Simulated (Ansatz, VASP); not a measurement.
Sc: VASP beside Ansatz

```xyz
2
Lattice="3.3194 0.0000 0.0000 -1.6597 2.8747 0.0000 0.0000 0.0000 5.1843" Properties=species:S:1:pos:R:3 pbc="T T T"
Sc    0.0000    1.9164    1.2961
Sc    1.6597    0.9582    3.8882
```

Alike in both runs: task single point; functional PBE; k mesh 11 × 11 × 6; occupations gaussian, width 1 eV; no spin polarisation.

```csv
,VASP,Ansatz
version,VASP 6.6.1,Ansatz 0.2.0
potentials or method,"VASP PAW PBE potentials, release 64 (Sc_sv), cutoff 520 eV","plane waves (420 eV) with PAW, scalar-relativistic"
valence electrons in the cell,22,22
```

|  | VASP | Ansatz | Ansatz less VASP |
| --- | --- | --- | --- |
| pressure (GPa) | 1.9 | 1.9 | -0.03 |
| traceless stress, the component that is largest in VASP (GPa) | 1.21 | 1.20 | -0.004 |
